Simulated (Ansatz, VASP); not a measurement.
**Two plane-wave programs on Ag3Cl2**

```
Ag Cl
1.0
     5.38226    0.00000    0.00000
    -2.69113    4.66117    0.00000
     0.00000    0.00000    7.55977
Ag Cl
3 2
Direct
  0.50000 0.00000 0.50000
  0.00000 0.50000 0.50000
  0.50000 0.50000 0.50000
  0.00000 0.00000 0.29057
  0.00000 0.00000 0.70943
```

Alike in both runs: functional PBE; k mesh 12 × 12 × 6; occupations gaussian, width 0.1 eV; no spin polarisation.

Ansatz relaxed the structure, and its values are those at the end. VASP's run is a single point on that final structure, the one shown.

|  | VASP | Ansatz |
| --- | --- | --- |
| version | VASP 6.6.1 | Ansatz 0.2.0 |
| potentials or method | VASP PAW PBE potentials, release 64 (Ag, Cl), cutoff 520 eV | scalar-relativistic, plane waves, PAW |
| valence electrons in the cell | 47 | 71 |

```tsv
	VASP	Ansatz	Ansatz less VASP
gap on the k mesh at the Fermi level (eV)	none	none	-
pressure (GPa)	-0.1	0.0	+0.06
```

A gap of «none» marks a metal or a gap that the smearing closes. The functional is the same, so the differences come from potentials, cutoffs and numerics. VASP's potentials hold 47 valence electrons a cell and Ansatz's 71, so a difference there can come from the potentials and not from the codes.
